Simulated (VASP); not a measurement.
# C (R-3m) in VASP: further runs, part 2 of 2

VASP 6.6.1.

## 4. Single point, PBEsol

This run uses another cell than the first one: it holds 6 atoms, not 2.

The input, INCAR:

```
ALGO = Normal
EDIFF = 1E-6
ENCUT = 520
GGA = PS
ISIF = 2
ISMEAR = 0
LASPH = True
LCHARG = False
LREAL = False
LWAVE = False
NBANDS = 21
NELM = 80
PREC = Accurate
SIGMA = 0.05
```

The input, KPOINTS:

```
k-points
0
Gamma
  15 15 3
```

The input, POSCAR:

```
C
1.0
   -2.4589102530      0.0000000000      0.0000000000
   -1.2294551265     -2.1294787447      0.0000000000
    0.0000000000      0.0000000000     10.7943044874
C
6
Direct
    0.6666666667      0.6666666667      0.4999729354
    1.0000000000      0.0000000000      0.1666396020
    0.3333333333      0.3333333333      0.8333062687
    0.6666666667      0.6666666667      0.1666937313
    1.0000000000      1.0000000000      0.8333603980
    0.3333333333      0.3333333333      0.5000270646
```

Potentials or basis: VASP PAW PBE potentials, release 64 (C).

Run with:

```bash
cat potpaw_PBE.64/C/POTCAR > POTCAR
mpirun -np 1 vasp_std > vasp.out
```

OUTCAR:

```text
EDIFF = 1E-6
   ENCUT = 520
   GGA = PS
   ISIF = 2
   ISMEAR = 0
   LASPH = True
   LREAL = False
   NELM = 80
   PREC = Accurate

 ion  position               nearest neighbor table
   1  0.667  0.667  0.500-   6 1.42   6 1.42   6 1.42
   2  0.000  0.000  0.167-   4 1.42   4 1.42   4 1.42
   3  0.333  0.333  0.833-   5 1.42   5 1.42   5 1.42
   4  0.667  0.667  0.167-   2 1.42   2 1.42   2 1.42
   5  0.000  0.000  0.833-   3 1.42   3 1.42   3 1.42
   6  0.333  0.333  0.500-   1 1.42   1 1.42   1 1.42

  LATTYP: Found a hexagonal cell.
 ALAT       =     2.4589102530
 C/A-ratio  =     4.3898733084

  Lattice vectors:

 A1 = (   1.2294551265,   2.1294787447,   0.0000000000)
 A2 = (  -2.4589102530,   0.0000000000,   0.0000000000)
 A3 = (   0.0000000000,   0.0000000000,  10.7943044874)

Analysis of symmetry for initial positions (statically):
=====================================================================
 Subroutine PRICEL returns following result:

  LATTYP: Found a trigonal (rhomboedric) cell.
[... 193 lines left out ...]
 val. band max:        3.8358688996   @ k =  -0.3333   0.3333   0.0000
 cond. band min:       4.2745354470   @ k =  -0.3333   0.3333   0.0000
 fundamental gap:      0.4386665474
 Fermi energy:         4.0632125164

 k-point     1 :       0.0000    0.0000    0.0000
  band No.  band energies     occupation
      1     -15.5700      2.00000
      2     -15.4397      2.00000
      3     -15.4397      2.00000
      4      -3.9977      2.00000
      5      -3.9977      2.00000
      6      -2.9153      2.00000
[... 565 lines left out ...]
     20      15.5109      0.00000
     21      15.5112      0.00000

 [... further k-points ...]

------------------------ aborting loop because EDIFF is reached ----------------------------------------

  FORCE on cell =-STRESS in cart. coord.  units (eV):
  Direction    XX          YY          ZZ          XY          YZ          ZX
  --------------------------------------------------------------------------------------
  -------------------------------------------------------------------------------------
  Total        0.3487276      0.3487276     -0.0259807      0.0000000      0.0000000      0.0000000
  in kB        9.8852174      9.8852174     -0.7364637      0.0000000      0.0000000      0.0000000
  external PRESSURE =       6.3446570 kB  Pullay stress =       0.0000000 kB

 VOLUME and BASIS-vectors are now :
 -----------------------------------------------------------------------------
  energy-cutoff  :      520.00
  volume of cell :       56.52
      direct lattice vectors                 reciprocal lattice vectors
    -2.458910253  0.000000000  0.000000000    -0.406684221  0.234799244  0.000000000
    -1.229455126 -2.129478745  0.000000000     0.000000000 -0.469598489  0.000000000
     0.000000000  0.000000000 10.794304487     0.000000000  0.000000000  0.092641448

 POSITION                                       TOTAL-FORCE (eV/Angst)
 -----------------------------------------------------------------------------------
     -2.45891     -1.41965      5.39686        -0.000000      0.000000     -0.001943
      0.00000      0.00000      1.79876         0.000000      0.000000     -0.001943
     -1.22946     -0.70983      8.99496        -0.000000      0.000000     -0.001943
     -2.45891     -1.41965      1.79934         0.000000     -0.000000      0.001943
      0.00000      0.00000      8.99555         0.000000     -0.000000      0.001943
     -1.22946     -0.70983      5.39744        -0.000000     -0.000000      0.001943
 -----------------------------------------------------------------------------------
    total drift:                               -0.000000      0.000000      0.000000

  FREE ENERGIE OF THE ION-ELECTRON SYSTEM (eV)
  ---------------------------------------------------
  free  energy   TOTEN  =       -57.8688677031 eV

  energy  without entropy=      -57.8688677031  energy(sigma->0) =      -57.86886770
```

stdout:

```text
POSCAR found type information on POSCAR C
 POSCAR found :  1 types and       6 ions
 scaLAPACK will be used
 -----------------------------------------------------------------------------
|                                                                             |
|                                                                             |
|     You enforced a specific xc type in the INCAR file but a different       |
|     I HOPE YOU KNOW WHAT YOU ARE DOING!                                     |
|                                                                             |
 -----------------------------------------------------------------------------

 LDA part: xc-table for (Slater+PW92), standard interpolation
 POSCAR, INCAR and KPOINTS ok, starting setup
 FFT: planning ... GRIDC
 FFT: planning ... GRID_SOFT
 FFT: planning ... GRID
 WAVECAR not read
 entering main loop
```

Wall time 1.7 min (1 thread of Intel Xeon 8259CL, shared host); peak memory 0.2 GiB.

What came out:

* Free energy: -57.8689 eV
* Pressure: 0.6 GPa

Stress tensor (GPa, compression positive):
```
 0.99  0.00  0.00
 0.00  0.99  0.00
 0.00  0.00 -0.07
```

Caveat: this functional lacks dispersion, which binds the layers, so the pressure and a relaxed spacing across them are unreliable; the PAW data sets were made with another functional, which shifts forces and pressure a little.

## 5. Overview

| task | cell | k mesh | cutoff (eV) | smearing | pressure (GPa) | relaxed volume (Å³/atom) |
| --- | --- | --- | --- | --- | --- | --- |
| relaxation of shape and atoms at fixed volume | relaxed from a = 3.857 Å, angles 36.9°, 2 atoms, atomic positions A | 18 × 18 × 18 | 600 | gaussian 0.01 eV | -0.1 | 9.27 |
| relaxation of cell and atoms | relaxed from a = 3.868 Å, angles 37.1°, 2 atoms, atomic positions A | 18 × 18 × 18 | 600 | gaussian 0.01 eV | 0.0 | 9.23 |
| single point | a = 2.459, b = 2.459, c = 10.794 Å, angles 90.0, 90.0, 60.0°, 6 atoms, atomic positions B | 15 × 15 × 3 | 520 | gaussian 0.05 eV | 0.6 | - |

Alike in all rows: level PBEsol; potentials or basis VASP PAW PBE potentials, release 64 (C); no spin polarisation.

Caveats: this functional lacks dispersion, which binds the layers, so the pressure and a relaxed spacing across them are unreliable; the PAW data sets were made with another functional, which shifts forces and pressure a little.

Absolute energies hang on the potentials; compare differences alone.
